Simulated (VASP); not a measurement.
# SnSe2 (P-3m1) in VASP: a series of runs, part 2 of 2

VASP 6.6.1. Earlier steps stand in the parts before.

## (4) Relaxation of cell and atoms, revPBE+D4

This run uses another cell than the first one, of 25.73 Å³/atom.

INCAR

```
SYSTEM = SnSe2
ALGO = Normal
EDIFF = 1E-6
EDIFFG = -0.01
ENCUT = 600
GGA = RE
IBRION = 2
ISIF = 3
ISMEAR = -1
IVDW = 13
LASPH = .True.
LCHARG = .False.
LREAL = .False.
LWAVE = .False.
NELM = 100
NSW = 60
PREC = Accurate
SIGMA = 0.05
```

KPOINTS

```
k-points
0
Gamma
  8 8 5
  0 0 0
```

POSCAR

```
SnSe2
1.0
    3.8110000000      0.0000000000      0.0000000000
   -1.9055000000      3.3004228138      0.0000000000
    0.0000000000      0.0000000000      6.1360000000
Sn Se
1 2
Direct
    0.0000000000      0.0000000000      0.0000000000
    0.6666666667      0.3333333333      0.7510000000
    0.3333333333      0.6666666667      0.2490000000
```

Potentials or basis: VASP PAW PBE potentials, release 64 (Sn_d, Se).

Launch:

```sh
> cat potpaw_PBE.64/Sn_d/POTCAR potpaw_PBE.64/Se/POTCAR > POTCAR
> mpirun -np 1 vasp_std > vasp.out
```

OUTCAR:

```text
SYSTEM = SnSe2
   EDIFF = 1E-6
   EDIFFG = -0.01
   ENCUT = 600
   GGA = RE
   IBRION = 2
   ISIF = 3
   ISMEAR = -1
   IVDW = 13
   LASPH = .True.
   LREAL = .False.
   NELM = 100
   NSW = 60
   PREC = Accurate

 ion  position               nearest neighbor table
   1  0.000  0.000  0.000-   2 2.68   3 2.68   3 2.68   2 2.68   2 2.68   3 2.68
   2  0.667  0.333  0.751-   1 2.68   1 2.68   1 2.68
   3  0.333  0.667  0.249-   1 2.68   1 2.68   1 2.68

  LATTYP: Found a hexagonal cell.
 ALAT       =     3.8110000000
 C/A-ratio  =     1.6100760955

  Lattice vectors:

 A1 = (   3.8110000000,   0.0000000000,   0.0000000000)
[... 276 lines left out ...]
      5     -17.3290      2.00000
      6      -9.7739      2.00000
[... 505 lines left out ...]
  FREE ENERGIE OF THE ION-ELECTRON SYSTEM (eV)
  ---------------------------------------------------
  free  energy   TOTEN  =       -12.8731709058 eV

  energy  without entropy=      -12.8731356649  energy(sigma->0) =      -12.87315329

[... ionic steps 4 to 10 ...]

--------------------------------------- Ionic step       11  -------------------------------------------

 number of electron      25.9999996 magnetization

------------------------ aborting loop because EDIFF is reached ----------------------------------------
[... 77 lines left out ...]
--------------------------------------- Ionic step       13  -------------------------------------------

 number of electron      25.9999996 magnetization

 Free energy of the ion-electron system (eV)
  ---------------------------------------------------
  ext. energy  EPLUGINS =         0.00000000
  ---------------------------------------------------
  free energy    TOTEN  =       -10.83059484 eV

  energy without entropy =      -10.83024163  energy(sigma->0) =      -10.83041823

 E-fermi :   5.0759     XC(G=0):  -9.5943

 val. band max:        4.8611964594   @ k =   0.1250   0.0000   0.0000
 cond. band min:       5.2896874681   @ k =   0.0000   0.3750   0.4000
 fundamental gap:      0.4284910087
 Fermi energy:         5.0759271004

 k-point     1 :       0.0000    0.0000    0.0000
  band No.  band energies     occupation
      1     -16.6691      2.00000
      2     -16.6691      2.00000
      3     -16.6370      2.00000
      4     -16.6246      2.00000
      5     -16.6246      2.00000
      6      -9.2354      2.00000
[... 505 lines left out ...]
  FREE ENERGIE OF THE ION-ELECTRON SYSTEM (eV)
  ---------------------------------------------------
  free  energy   TOTEN  =       -12.9075857174 eV

  energy  without entropy=      -12.9072325058  energy(sigma->0) =      -12.90740911

 reached required accuracy - stopping structural energy minimisation
```

Run time: 5.2 min. Hardware: 1 thread of Intel Xeon 6975P-C (Granite Rapids), shared host; peak memory 0.25 GiB.

What came out:

| Quantity | Value |
| --- | --- |
| Free energy | -12.9076 eV |
| Relaxed volume | 24.93 Å³/atom |
| Relaxed cell | a = 3.829 Å, b = 3.829 Å, c = 5.890 Å, α = 90.00°, β = 90.00°, γ = 120.00° |
| Space group after relaxing (to 0.1 Å) | P-3m1 (No. 164) |
| Energy gained by relaxing | 25.9 meV/atom |
| Ionic steps | 13 |
| Pressure after relaxing | 0.0 GPa |
| Band gap on the k mesh | 0.43 eV (least direct gap 0.82 eV) |
| Dispersion energy per atom | -0.692 eV |

Forces in eV/Å, atoms in the order of the input:
```
Sn   0.000  0.000  0.000
Se   0.000  0.000 -0.003
Se   0.000  0.000  0.003
```

Step by step:
```csv
step,energy change (eV),largest force (eV/Å),pressure (GPa),volume (Å³)
1,0.0000,0.8483,2.62,77.18
2,-0.0219,0.1756,-2.71,81.96
3,-0.0434,0.2206,-0.72,79.92
4,-0.0518,0.1590,-0.47,79.04
5,-0.0563,0.0736,-0.10,77.87
6,-0.0619,0.0978,0.08,77.22
7,-0.0721,0.1676,0.76,75.26
8,-0.0726,0.1928,1.09,74.43
9,-0.0751,0.1413,0.82,74.47
10,-0.0775,0.0036,0.04,74.56
11,-0.0775,0.0183,0.16,74.55
12,-0.0776,0.0137,0.09,74.62
13,-0.0778,0.0026,0.03,74.79
```

Final structure:
```cif
data_structure
_symmetry_space_group_name_H-M 'P 1'
_symmetry_Int_Tables_number 1
_cell_length_a 3.8290
_cell_length_b 3.8290
_cell_length_c 5.8901
_cell_angle_alpha 90.000
_cell_angle_beta 90.000
_cell_angle_gamma 120.000
_cell_volume 74.79
loop_
_atom_site_label
_atom_site_type_symbol
_atom_site_fract_x
_atom_site_fract_y
_atom_site_fract_z
_atom_site_occupancy
Sn1 Sn 0.00000 0.00000 0.00000 1
Se1 Se 0.66667 0.33333 0.72935 1
Se2 Se 0.33333 0.66667 0.27065 1
```

Levels at points of the mesh, in eV from the valence-band top:
| k point | band 10 | band 11 | band 12 | band 13 | band 14 | band 15 | band 16 | band 17 |
| --- | --- | --- | --- | --- | --- | --- | --- | --- |
| (0.00, 0.00, 0.00) | -0.80 | -0.69 | -0.69 | -0.11 | 0.71 | 2.92 | 4.48 | 4.48 |
| (0.50, 0.00, 0.00) | -3.44 | -2.81 | -1.89 | -0.43 | 1.16 | 3.47 | 4.76 | 4.88 |

Caveat: the PAW data sets were made with another functional, which shifts forces and pressure a little; spin-orbit coupling is left out, which moves the levels of the heavy elements; an odd mesh through Γ misses points on the zone boundary, where band edges can lie.

## (5) Summary

```tsv
task	level	cell	cutoff (eV)	gap on the mesh (eV)	pressure (GPa)	largest force (eV/Å)
single point	revPBE+D4	a = 3.827, b = 3.827, c = 5.901 Å, angles 90.0, 90.0, 120.0°, 3 atoms, atomic positions A	520	0.45	0.1	0.02
single point	r2SCAN+rVV10	a = 3.826, b = 3.826, c = 6.227 Å, angles 90.0, 90.0, 120.0°, 3 atoms, atomic positions B	520	0.99	0.2	0.03
relaxation of cell and atoms	revPBE+D4	relaxed from a = 3.811, b = 3.811, c = 6.136 Å, angles 90.0, 90.0, 120.0°, 3 atoms, atomic positions C	600	0.43	0.0	-
```

Alike in all rows: potentials or basis VASP PAW PBE potentials, release 64 (Sn_d, Se); no spin polarisation; k mesh 8 × 8 × 5; smearing fermi-dirac 0.05 eV.

Caveats: the PAW data sets were made with another functional, which shifts forces and pressure a little; spin-orbit coupling is left out, which moves the levels of the heavy elements; an odd mesh through Γ misses points on the zone boundary, where band edges can lie.

Total energies depend on the potentials used, so only differences within one code and one set of settings carry meaning.
